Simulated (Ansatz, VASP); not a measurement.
One calculation of MgO, two programs

```
CELL_PARAMETERS angstrom
0.00000 2.09169 2.09169
2.09169 0.00000 2.09169
2.09169 2.09169 0.00000
ATOMIC_POSITIONS crystal
Mg 0.01996 0.01996 0.98004
O 0.46968 0.46968 0.53032
```

Change from the starting cell: mode 6 frozen in at -0.129 Å, equal normal strain along x, y and z -0.0167.

Alike in both runs: task single point; functional PBE; k mesh 10 × 10 × 10; occupations gaussian, width 0.05 eV; no spin polarisation.

|  | VASP | Ansatz |
| --- | --- | --- |
| version | VASP 6.6.1 | Ansatz 0.2.0 |
| potentials or method | VASP PAW PBE potentials, release 64 (Mg, O), cutoff 600 eV | scalar-relativistic, plane waves, PAW |
| valence electrons in the cell | 8 | 16 |

Ansatz gave:

| Property | Result |
| --- | --- |
| gap on the k mesh at the Fermi level (eV) | 4.93 |
| least direct gap on the mesh (eV) | 4.93 |
| pressure (GPa) | 13.2 |
| traceless stress, the component that is largest in VASP (GPa) | 12.12 |
| rms of the force components (eV/Å) | 0.962 |

Q: Estimate VASP's values.

A: gap on the k mesh at the Fermi level (eV): 4.91; least direct gap on the mesh (eV): 4.91; pressure (GPa): 12.2; traceless stress, the component that is largest in VASP (GPa): 12.33; rms of the force components (eV/Å): 0.976.

Atom by atom the forces differ by 0.014 eV/Å (rms over components). VASP's potentials hold 8 valence electrons a cell and Ansatz's 16, so a difference there can come from the potentials and not from the codes.
